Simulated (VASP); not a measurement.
ZnF2, 6 atoms in the cell. It takes space group P4_2/mnm (No. 136, tetragonal). Conventional cell: a = 4.686 Å, b = 4.686 Å, c = 3.108 Å, α = 90.00°, β = 90.00°, γ = 90.00°. Zn (site symmetry mmm) has 6 F at 2.01 to 2.03 Å within 2.7 Å. F (site symmetry m2m) has 3 Zn at 2.01 to 2.03 Å and 1 F at 2.61 Å within 2.7 Å. 

- Program: VASP 6.6.1
- Task: vibrations by perturbation theory
- Functional: PBEsol
- Potentials or basis: VASP PAW PBE potentials, release 64 (Zn, F)
- Cutoff: 600 eV
- k mesh: 4 × 4 × 6
- Occupations: gaussian, width 0.01 eV
- Spin: no spin polarisation
- Dipole correction: no
- Further INCAR settings: ALGO = Normal; EDIFF = 1e-08; NBANDS = 35; IBRION = 8; NSW = 1

Potentials or basis: VASP PAW PBE potentials, release 64 (Zn, F).

Run with:

```sh
$ cat potpaw_PBE.64/Zn/POTCAR potpaw_PBE.64/F/POTCAR > POTCAR
$ mpirun -np 1 vasp_std > vasp.out
```

Hardware: 1 thread of Oxide Virtual Turin-like Processor, on a shared host.

Task: Estimate the wall time of this run.

Result: It took 21 min on 1 thread of Oxide Virtual Turin-like Processor, on a shared host, peak memory 0.45 GiB. Counts: scf iterations 71, k points 24.
